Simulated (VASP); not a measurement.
# MnSb (I4/mmm) in VASP: single point with PBE

Aim: the single point of MnSb with PBE.

Program: VASP 6.6.1. These are calculated values, not measurements. Logs are shortened: lines on timing, memory, paths and dates and some standing lists are left out, and cuts for length are marked.

**1. The cell of the first run**

Symmetry: I4/mmm, No. 139, tetragonal system. The conventional cell has a = 3.914 Å, b = 3.914 Å, c = 5.702 Å, α = 90.00°, β = 90.00°, γ = 90.00°. Within 3.6 Å of Mn (site symmetry 4/mmm) lie 6 Sb at 2.77 to 2.85 Å. Sb (site symmetry 4/mmm) has 6 Mn at 2.77 to 2.85 Å within 3.6 Å.

**2. Single point, PBE, non-collinear spin, typed start, spin-orbit coupling (stretched by +2 % along [0.0, 0.0, 1.0] at fixed volume)**

The input, INCAR:

```
SYSTEM = MnSb
PREC = Accurate
ENCUT = 520
EDIFF = 1E-7
ISMEAR = -1
SIGMA = 0.025
LREAL = .FALSE.
LASPH = .TRUE.
NELM = 150
ALGO = Normal
ISIF = 2
LWAVE = .FALSE.
LCHARG = .FALSE.
MAGMOM = 0 0 3.8 0 0 0
LORBIT = 11
LSORBIT = .TRUE.
GGA_COMPAT = .FALSE.
LORBMOM = .TRUE.
LMAXMIX = 4
GGA = PE
NBANDS = 30
```

The input, KPOINTS:

```
regular mesh
0
G
  9 9 9
  0 0 0
```

The input, POSCAR:

```
MnSb
1.0
    0.0000000000      2.7674782250      2.8509163200
    2.7674782250      0.0000000000      2.8509163200
    2.7674782250      2.7674782250      0.0000000000
Mn Sb
1 1
Direct
    0.0000000000      0.0000000000      0.0000000000
    0.5000000000      0.5000000000      0.5000000000
```

Potentials or basis: VASP PAW PBE potentials, release 64 (Mn_pv, Sb).

Launch:

```bash
> cat potpaw_PBE.64/Mn_pv/POTCAR potpaw_PBE.64/Sb/POTCAR > POTCAR
> mpirun -np 1 vasp_ncl > vasp.out
```

OUTCAR:

```text
SYSTEM = MnSb
   PREC = Accurate
   ENCUT = 520
   EDIFF = 1E-7
   ISMEAR = -1
   LREAL = .FALSE.
   LASPH = .TRUE.
   NELM = 150
   ISIF = 2
   LORBIT = 11
   LSORBIT = .TRUE.
   GGA = PE

 ion  position               nearest neighbor table
   1  0.000  0.000  0.000-   2 2.77   2 2.77   2 2.77   2 2.77   2 2.85   2 2.85
   2  0.500  0.500  0.500-   1 2.77   1 2.77   1 2.77   1 2.77   1 2.85   1 2.85

  LATTYP: Found a body centered tetragonal cell.
 ALAT       =     3.9138052394
 C/A-ratio  =     1.4568513994

  Lattice vectors:

 A1 = (  -2.7674782250,   0.0000000000,   2.8509163200)
 A2 = (   2.7674782250,   0.0000000000,   2.8509163200)
 A3 = (   0.0000000000,   2.7674782250,  -2.8509163200)

Analysis of symmetry for initial positions (statically):
=====================================================================
 Subroutine PRICEL returns:
 Original cell was already a primitive cell.

 Routine SETGRP: Setting up the symmetry group for a
 body centered tetragonal supercell.

 Subroutine GETGRP returns: Found 16 space group operations
 (whereof 16 operations were pure point group operations)
 out of a pool of 16 trial point group operations.

The static configuration has the point symmetry D_4h.

Analysis of symmetry for dynamics (positions and initial velocities):
=====================================================================
 Subroutine PRICEL returns:
 Original cell was already a primitive cell.

 Routine SETGRP: Setting up the symmetry group for a
 body centered tetragonal supercell.

 Subroutine GETGRP returns: Found 16 space group operations
 (whereof 16 operations were pure point group operations)
 out of a pool of 16 trial point group operations.

The dynamic configuration has the point symmetry D_4h.

Analysis of structural, dynamic, and magnetic symmetry:
=====================================================================
 Subroutine PRICEL returns:
 Original cell was already a primitive cell.

 Routine SETGRP: Setting up the symmetry group for a
 body centered tetragonal supercell.

 Subroutine GETGRP returns: Found  8 space group operations
 (whereof  8 operations were pure point group operations)
 out of a pool of 16 trial point group operations.

The overall configuration has the point symmetry C_4h.

 Subroutine INISYM returns: Found  8 space group operations
 (whereof  8 operations are pure point group operations),
 and found     1 'primitive' translations

----------------------------------------------------------------------------------------

                                     Primitive cell

  volume of cell :      43.6700

  direct lattice vectors                    reciprocal lattice vectors
[... 964 lines left out ...]

  FREE ENERGIE OF THE ION-ELECTRON SYSTEM (eV)
  ---------------------------------------------------
  free  energy   TOTEN  =       -12.9210204674 eV

  energy  without entropy=      -12.9190247913  energy(sigma->0) =      -12.92002263

 orbital moment (x)

 # of ion     p       d       tot
 ----------------------------------------
  1         0.000   0.000   0.000
  2         0.000  -0.000   0.000
 ----------------------------------------
            0.000   0.000   0.000

 orbital moment (y)

 # of ion     p       d       tot
 ----------------------------------------
  1         0.000   0.000   0.000
  2         0.000  -0.000  -0.000
 ----------------------------------------
            0.000   0.000   0.000

 orbital moment (z)

 # of ion     p       d       tot
 ----------------------------------------
  1        -0.001   0.045   0.044
  2        -0.001  -0.001  -0.002
 ----------------------------------------
           -0.002   0.044   0.042

 Spin-Orbit-Coupling matrix elements

 Ion:    1  E_soc:     -0.0287565
 l=   1
     0.0000000    -0.0036871    -0.0037074
    -0.0036871     0.0000000    -0.0036871
    -0.0037074    -0.0036871     0.0000000
 l=   2
     0.0000000    -0.0002918     0.0000000    -0.0002918    -0.0006363
    -0.0002918     0.0000000    -0.0007565    -0.0000573    -0.0002532
     0.0000000    -0.0007565     0.0000000    -0.0007565     0.0000000
    -0.0002918    -0.0000573    -0.0007565     0.0000000    -0.0002532
    -0.0006363    -0.0002532     0.0000000    -0.0002532     0.0000000
 l=   3
     0.0000000     0.0000000     0.0000000     0.0000000     0.0000000     0.0000000     0.0000000
     0.0000000     0.0000000     0.0000000     0.0000000     0.0000000     0.0000000     0.0000000
     0.0000000     0.0000000     0.0000000     0.0000000     0.0000000     0.0000000     0.0000000
     0.0000000     0.0000000     0.0000000     0.0000000     0.0000000     0.0000000     0.0000000
     0.0000000     0.0000000     0.0000000     0.0000000     0.0000000     0.0000000     0.0000000
     0.0000000     0.0000000     0.0000000     0.0000000     0.0000000     0.0000000     0.0000000
     0.0000000     0.0000000     0.0000000     0.0000000     0.0000000     0.0000000     0.0000000

 Ion:    2  E_soc:     -0.1275389
 l=   1
     0.0000000    -0.0211591    -0.0209763
    -0.0211591     0.0000000    -0.0211591
    -0.0209763    -0.0211591     0.0000000
 l=   2
     0.0000000    -0.0000298     0.0000000    -0.0000298    -0.0001166
    -0.0000298     0.0000000    -0.0001010    -0.0000293    -0.0000337
     0.0000000    -0.0001010     0.0000000    -0.0001010     0.0000000
    -0.0000298    -0.0000293    -0.0001010     0.0000000    -0.0000337
    -0.0001166    -0.0000337     0.0000000    -0.0000337     0.0000000
 l=   3
     0.0000000     0.0000000     0.0000000     0.0000000     0.0000000     0.0000000     0.0000000
     0.0000000     0.0000000     0.0000000     0.0000000     0.0000000     0.0000000     0.0000000
     0.0000000     0.0000000     0.0000000     0.0000000     0.0000000     0.0000000     0.0000000
     0.0000000     0.0000000     0.0000000     0.0000000     0.0000000     0.0000000     0.0000000
     0.0000000     0.0000000     0.0000000     0.0000000     0.0000000     0.0000000     0.0000000
     0.0000000     0.0000000     0.0000000     0.0000000     0.0000000     0.0000000     0.0000000
     0.0000000     0.0000000     0.0000000     0.0000000     0.0000000     0.0000000     0.0000000

 total charge

# of ion       s       p       d       tot
------------------------------------------
    1        0.282   6.185   4.992  11.460
    2        1.142   1.301   0.036   2.479
--------------------------------------------------
tot          1.423   7.487   5.028  13.938

 magnetization (x)

# of ion       s       p       d       tot
------------------------------------------
    1        0.000   0.000   0.000   0.000
    2        0.000   0.000   0.000   0.000
--------------------------------------------------
tot          0.000   0.000   0.000   0.000

 magnetization (y)

# of ion       s       p       d       tot
------------------------------------------
    1        0.000   0.000   0.000   0.000
    2        0.000   0.000   0.000   0.000
--------------------------------------------------
tot          0.000   0.000   0.000   0.000

 magnetization (z)

# of ion       s       p       d       tot
------------------------------------------
    1        0.075   0.037   3.652   3.765
    2        0.012  -0.122   0.011  -0.099
--------------------------------------------------
tot          0.088  -0.085   3.664   3.666
```

It took 19 min on 1 thread of Intel Xeon 8259CL, shared host; peak memory 0.43 GiB.

Results:

* Free energy: -12.9210 eV
* Pressure: -0.2 GPa
* Net moment: 3.86 μB per cell
* Valence electrons inside the program's atomic spheres: Mn 11.46; Sb 2.48

Moments on the atoms (μB; x, y, z):
```
Mn   0.00  0.00  3.77
Sb   0.00  0.00 -0.10
```

Caveat: a cell with one magnetic atom can't hold antiferromagnetic order, which such compounds often take.
